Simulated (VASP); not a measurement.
# HfC (lda) (Fm-3m) in VASP: further runs, part 2 of 2

VASP 6.6.1.

**5. Single point, LDA**

This run uses another cell than the first one, of 11.95 Å³/atom, 0.961 times its volume.

INCAR

```
SYSTEM = HfC
PREC = Accurate
ENCUT = 600
EDIFF = 1E-6
ISMEAR = 0
SIGMA = 0.1
LREAL = .FALSE.
LASPH = .TRUE.
NELM = 120
ALGO = Normal
ISIF = 2
LWAVE = .FALSE.
LCHARG = .TRUE.
LELF = .TRUE.
LVHAR = .TRUE.
NBANDS = 14
GGA_COMPAT = .FALSE.
```

KPOINTS

```
regular mesh
0
G
  16 16 16
  0 0 0
```

POSCAR

```
HfC
1.0
    0.0000000000      2.2864060199      2.2864060199
    2.2864060199      0.0000000000      2.2864060199
    2.2864060199      2.2864060199      0.0000000000
Hf C
1 1
Direct
    0.0000000000      0.0000000000      0.0000000000
    0.5000000000      0.5000000000      0.5000000000
```

Potentials or basis: VASP PAW LDA potentials, release 64 (Hf_pv, C).

Launch:

```sh
cat potpaw_LDA.64/Hf_pv/POTCAR potpaw_LDA.64/C/POTCAR > POTCAR
mpirun -np 1 vasp_std > vasp.out
```

OUTCAR:

```text
SYSTEM = HfC
   PREC = Accurate
   ENCUT = 600
   EDIFF = 1E-6
   ISMEAR = 0
   LREAL = .FALSE.
   LASPH = .TRUE.
   NELM = 120
   ISIF = 2

 ion  position               nearest neighbor table
   1  0.000  0.000  0.000-   2 2.29   2 2.29   2 2.29   2 2.29   2 2.29   2 2.29
   2  0.500  0.500  0.500-   1 2.29   1 2.29   1 2.29   1 2.29   1 2.29   1 2.29

  LATTYP: Found a face centered cubic cell.
 ALAT       =     4.5728120398

  Lattice vectors:

 A1 = (   0.0000000000,   2.2864060199,   2.2864060199)
 A2 = (   2.2864060199,   0.0000000000,   2.2864060199)
 A3 = (   2.2864060199,   2.2864060199,   0.0000000000)

Analysis of symmetry for initial positions (statically):
=====================================================================
 Subroutine PRICEL returns:
 Original cell was already a primitive cell.

 Routine SETGRP: Setting up the symmetry group for a
 face centered cubic supercell.

 Subroutine GETGRP returns: Found 48 space group operations
 (whereof 48 operations were pure point group operations)
 out of a pool of 48 trial point group operations.

The static configuration has the point symmetry O_h .

Analysis of symmetry for dynamics (positions and initial velocities):
=====================================================================
 Subroutine PRICEL returns:
 Original cell was already a primitive cell.

 Routine SETGRP: Setting up the symmetry group for a
 face centered cubic supercell.

 Subroutine GETGRP returns: Found 48 space group operations
 (whereof 48 operations were pure point group operations)
 out of a pool of 48 trial point group operations.

The dynamic configuration has the point symmetry O_h .

 Subroutine INISYM returns: Found 48 space group operations
 (whereof 48 operations are pure point group operations),
 and found     1 'primitive' translations

----------------------------------------------------------------------------------------

                                     Primitive cell

  volume of cell :      23.9051

  direct lattice vectors                    reciprocal lattice vectors
     0.000000000  2.286406020  2.286406020    -0.218683819  0.218683819  0.218683819
     2.286406020  0.000000000  2.286406020     0.218683819 -0.218683819  0.218683819
     2.286406020  2.286406020  0.000000000     0.218683819  0.218683819 -0.218683819

  length of vectors
     3.233466402  3.233466402  3.233466402     0.378771485  0.378771485  0.378771485

  position of ions in fractional coordinates (direct lattice)
     0.000000000  0.000000000  0.000000000
     0.500000000  0.500000000  0.500000000

  ion indices of the primitive-cell ions
   primitive index   ion index
                 1           1
                 2           2

----------------------------------------------------------------------------------------

 KPOINTS: regular mesh

Automatic generation of k-mesh.
 Grid dimensions read from file:
 generate k-points for:   16   16   16

 Generating k-lattice:

  Cartesian coordinates                     Fractional coordinates (reciprocal lattice)
    -0.013667739  0.013667739  0.013667739     0.062500000  0.000000000  0.000000000
     0.013667739 -0.013667739  0.013667739     0.000000000  0.062500000  0.000000000
     0.013667739  0.013667739 -0.013667739     0.000000000  0.000000000  0.062500000

  Length of vectors
     0.023673218  0.023673218  0.023673218

[... 39 lines left out ...]
   dimension x,y,z NGXF=    56 NGYF=   56 NGZF=   56
   ions per type =               1   1
   NGX,Y,Z   is equivalent  to a cutoff of  14.40, 14.40, 14.40 a.u.
   NGXF,Y,Z  is equivalent  to a cutoff of  28.79, 28.79, 28.79 a.u.
 SYSTEM =  HfC
   PREC   = accura    normal or accurate (medium, high low for compatibility)
   ISTART =      0    job   : 0-new  1-cont  2-samecut
   ICHARG =      2    charge: 1-file 2-atom 10-const
   ISPIN  =      1    spin polarized calculation?
   LNONCOLLINEAR =      F non collinear calculations
   LSORBIT =      F    spin-orbit coupling
   LASPH  =      T    aspherical Exc in radial PAW
   ENCUT  =  600.0 eV  44.10 Ry    6.64 a.u.   6.46  6.46  6.46*2*pi/ulx,y,z
   NELM   =    120;   NELMIN=  2; NELMDL= -5     # of ELM steps
   EDIFF  = 0.1E-05   stopping-criterion for ELM
   LREAL  =      F    real-space projection
   EDIFFG = 0.1E-04   stopping-criterion for IOM
   NSW    =      0    number of steps for IOM
   IBRION =     -1    ionic relax: 0-MD 1-quasi-New 2-CG
   NFREE  =      0    steps in history (QN), initial steepest desc. (CG)
   ISIF   =      2    stress and relaxation
   ISYM   =      2    0-nonsym 1-usesym 2-fastsym
   POTIM  = 0.5000    time-step for ionic-motion
   TEBEG  =    0.0;   TEEND  =   0.0 temperature during run
   PSTRESS=    0.0 pullay stress
   NELECT =      14.0000    total number of electrons
   NUPDOWN=      -1.0000    fix difference up-down
   EMIN   =  10.00;   EMAX   =-10.00  energy-range for DOS
   EFERMI =   0.00;   METHOD = LEGACY
   ISMEAR =     0;   SIGMA  =   0.10  broadening in eV -4-tet -1-fermi 0-gaus
   EFERMI_NEDOS =   21; number of points for ismear=-14 and -15
   IALGO  =     38    algorithm
   IMIX   =      4    mixing-type and parameters
     AMIX     =   0.40;   BMIX     =  1.00
     AMIX_MAG =   1.60;   BMIX_MAG =  1.00
  volume/ion in A,a.u.               =      11.95        80.66
  Fermi-wavevector in a.u.,A,eV,Ry     =   1.369685  2.588330 25.525047  1.876038
  Thomas-Fermi vector in A             =   2.495539
   LORBIT       =      0    0 simple, 1 ext, 2 COOP (PROOUT), +10 PAW based schemes
   GGA     = CA    functional components
   LHFCALC =     F    Hartree Fock is set to
   AEXX    =    0.0000 exact exchange contribution
   IVDW    =     0    specifies the selected vdW correction
   LEPSILON=     F    determine dielectric tensor
   LRPA    =     F    only Hartree local field effects (RPA)
 non-spin polarized calculation
 Gauss-broadening in eV      SIGMA  =   0.10
  energy-cutoff  :      600.00
  volume of cell :       23.91
 maximum number of plane-waves:       821
 NGX is ok and might be reduce to    28
   NGX = 13   NGY = 13   NGZ = 13

 number of electron      13.9999999 magnetization

 Free energy of the ion-electron system (eV)
  ---------------------------------------------------
  ext. energy  EPLUGINS =         0.00000000
  ---------------------------------------------------
  free energy    TOTEN  =       -22.89599961 eV

  energy without entropy =      -22.89379808  energy(sigma->0) =      -22.89489884

 E-fermi :   6.2324     XC(G=0): -12.7337

 val. band max:        6.2297977501   @ k =   0.3125   0.2500   0.0000
 cond. band min:       6.2327638720   @ k =   0.0625   0.0625   0.0000
 fundamental gap:      0.0029661219
 Fermi energy:         6.2323977344

 k-point     1 :       0.0000    0.0000    0.0000
  band No.  band energies     occupation
      1     -22.9091      2.00000
      2     -22.9091      2.00000
      3     -22.9091      2.00000
      4      -6.1441      2.00000
      5       7.3021      0.00000
      6       7.3021      0.00000
      7       7.3021      0.00000
      8       7.5647      0.00000
      9       7.5647      0.00000
     10       7.5647      0.00000
     11       9.7300      0.00000
     12       9.7300      0.00000
     13      13.8112      0.00000
     14      17.4386      0.00000
[... 377 lines left out ...]
      1     -22.9911      2.00000
      2     -22.9314      2.00000
      3     -22.9113      2.00000
      4      -5.8598      2.00000
      5       5.8492      2.00000
      6       6.1366      1.82462
      7       6.2362      0.95692
      8       7.7345      0.00000
      9       8.4561      0.00000
     10       8.4746      0.00000
     11      10.3814      0.00000
     12      11.3202      0.00000
     13      14.3697      0.00000
     14      18.2047      0.00000

 [... further k-points ...]

------------------------ aborting loop because EDIFF is reached ----------------------------------------

  FORCE on cell =-STRESS in cart. coord.  units (eV):
  Direction    XX          YY          ZZ          XY          YZ          ZX
  --------------------------------------------------------------------------------------
  -------------------------------------------------------------------------------------
  Total        0.0749065      0.0749065      0.0749065      0.0000000      0.0000000     -0.0000000
  in kB        5.0204194      5.0204194      5.0204194      0.0000000      0.0000000     -0.0000000
  external PRESSURE =       5.0204194 kB  Pullay stress =       0.0000000 kB

 VOLUME and BASIS-vectors are now :
 -----------------------------------------------------------------------------
  energy-cutoff  :      600.00
  volume of cell :       23.91
      direct lattice vectors                 reciprocal lattice vectors
     0.000000000  2.286406020  2.286406020    -0.218683819  0.218683819  0.218683819
     2.286406020  0.000000000  2.286406020     0.218683819 -0.218683819  0.218683819
     2.286406020  2.286406020  0.000000000     0.218683819  0.218683819 -0.218683819

 POSITION                                       TOTAL-FORCE (eV/Angst)
 -----------------------------------------------------------------------------------
      0.00000      0.00000      0.00000        -0.000000      0.000000     -0.000000
      2.28641      2.28641      2.28641         0.000000     -0.000000      0.000000
 -----------------------------------------------------------------------------------
    total drift:                                0.000000      0.000000      0.000000

  FREE ENERGIE OF THE ION-ELECTRON SYSTEM (eV)
  ---------------------------------------------------
  free  energy   TOTEN  =       -22.8959996080 eV

  energy  without entropy=      -22.8937980804  energy(sigma->0) =      -22.89489884
```

OSZICAR:

```text
N       E                     dE             d eps       ncg     rms          rms(c)
DAV:   1     0.278511362218E+02    0.27851E+02   -0.80313E+03  4084   0.108E+03
DAV:   2    -0.243397068192E+02   -0.52191E+02   -0.49241E+02  5140   0.217E+02
DAV:   3    -0.260245729306E+02   -0.16849E+01   -0.16782E+01  5052   0.285E+01
DAV:   4    -0.260319062377E+02   -0.73333E-02   -0.73327E-02  4680   0.233E+00
DAV:   5    -0.260319473861E+02   -0.41148E-04   -0.41148E-04  5010   0.156E-01    0.634E+01
DAV:   6    -0.229757716224E+02    0.30562E+01   -0.12124E+01  4720   0.183E+01    0.448E+01
DAV:   7    -0.229159053012E+02    0.59866E-01   -0.68105E-01  5098   0.530E+00    0.253E+01
DAV:   8    -0.229036380808E+02    0.12267E-01   -0.93921E-02  4954   0.192E+00    0.563E+00
DAV:   9    -0.228965916128E+02    0.70465E-02   -0.32798E-02  4636   0.897E-01    0.192E+00
DAV:  10    -0.228959995592E+02    0.59205E-03   -0.22945E-03  4836   0.329E-01    0.633E-02
DAV:  11    -0.228959999341E+02   -0.37487E-06   -0.97416E-05  4732   0.815E-02    0.723E-02
DAV:  12    -0.228959996080E+02    0.32607E-06   -0.15489E-06  4542   0.101E-02
   1 F= -.22896000E+02 E0= -.22894899E+02  d E =-.220153E-02
```

stdout:

```text
POSCAR found type information on POSCAR HfC
 POSCAR found :  2 types and       2 ions
 scaLAPACK will be used
 LDA part: xc-table for (Slater(with rela. corr.)+CA(PZ))
 , standard interpolation
 POSCAR, INCAR and KPOINTS ok, starting setup
 FFT: planning ... GRIDC
 FFT: planning ... GRID_SOFT
 FFT: planning ... GRID
 WAVECAR not read
 entering main loop
```

Wall time 63 s (1 thread of Intel Xeon Platinum 8488C (Sapphire Rapids), shared host); peak memory 0.19 GiB.

What came out:

```yaml
Free_energy: -22.8960 eV
Pressure: 0.5 GPa
Band_gap_on_the_k_mesh: zero (band 7 reaches 7.30 eV, above the bottom of band 8 at 5.84 eV)
```

Caveat: spin-orbit coupling is left out, which moves the levels of the heavy elements.

**6. Relaxation of cell and atoms, LDA**

This run uses another cell than the first one, of 11.95 Å³/atom, 0.961 times its volume.

INCAR

```
SYSTEM = HfC
ALGO = Normal
EDIFF = 1E-7
EDIFFG = -0.002
ENCUT = 600
GGA_COMPAT = .FALSE.
IBRION = 2
ISIF = 3
ISMEAR = 0
LASPH = .TRUE.
LCHARG = .FALSE.
LREAL = .FALSE.
LWAVE = .FALSE.
NELM = 120
NELMIN = 4
NSW = 100
PREC = Accurate
SIGMA = 0.1
```

KPOINTS

```
k-points
0
G
  16 16 16
  0 0 0
```

POSCAR is that of step 5.

Potentials or basis: VASP PAW LDA potentials, release 64 (Hf_pv, C).

Launch:

```sh
cat potpaw_LDA.64/Hf_pv/POTCAR potpaw_LDA.64/C/POTCAR > POTCAR
mpirun -np 1 vasp_std > vasp.out
```

Run time: 87 s. Hardware: 1 thread of Intel Xeon Platinum 8488C (Sapphire Rapids), shared host; peak memory 0.18 GiB.

The run converged. Its results:

| Item | Value |
| --- | --- |
| Free energy | -22.8961 eV |
| Relaxed volume | 11.98 Å³/atom |
| Relaxed cell | a = 3.236 Å, b = 3.236 Å, c = 3.236 Å, α = 60.00°, β = 60.00°, γ = 60.00° |
| Space group after relaxing (to 0.05 Å) | Fm-3m (No. 225) |
| Energy gained by relaxing | 0.0 meV/atom |
| Ionic steps | 3 |
| Pressure after relaxing | 0.0 GPa |
| Band gap on the k mesh | zero (band 7 reaches 7.28 eV, above the bottom of band 8 at 5.82 eV) |

Final structure:
```
Hf C
1.0
     0.00000    2.28791    2.28791
     2.28791    0.00000    2.28791
     2.28791    2.28791    0.00000
Hf C
1 1
Direct
  0.00000 0.00000 0.00000
  0.50000 0.50000 0.50000
```

Levels at points of the mesh, in eV from the Fermi level:
```tsv
k point	band 5	band 6	band 7	band 8	band 9	band 10
(0.00, 0.00, 0.00)	1.07	1.07	1.07	1.33	1.33	1.33
(0.50, 0.00, 0.00)	-6.33	-3.14	-3.14	5.51	5.51	6.03
(0.50, 0.50, 0.00)	-2.42	-1.98	0.02	0.02	5.55	7.04
```

Caveat: spin-orbit coupling is left out, which moves the levels of the heavy elements.

**7. The runs side by side**

```csv
task,cell,k mesh,gap on the mesh (eV),pressure (GPa),relaxed volume (Å³/atom)
single point,"a = 3.277 Å, angles 60.0°, 2 atoms",6 × 6 × 6,none,-9.4,-
single point,"a = 3.233 Å, angles 60.0°, 2 atoms",8 × 8 × 8,none,0.5,-
relaxation of cell and atoms,"relaxed from a = 3.277 Å, angles 60.0°, 2 atoms",8 × 8 × 8,none,-0.2,11.99
single point,"a = 3.233 Å, angles 60.0°, 2 atoms",16 × 16 × 16,none,0.5,-
relaxation of cell and atoms,"relaxed from a = 3.233 Å, angles 60.0°, 2 atoms",16 × 16 × 16,none,0.0,11.98
```

Alike in all rows: level LDA; potentials or basis VASP PAW LDA potentials, release 64 (Hf_pv, C); no spin polarisation; cutoff (eV) 600; smearing gaussian 0.1 eV.

Caveats: some runs use coarse meshes; spin-orbit coupling is left out, which moves the levels of the heavy elements.

Total energies depend on the potentials used, so only differences within one code and one set of settings carry meaning.
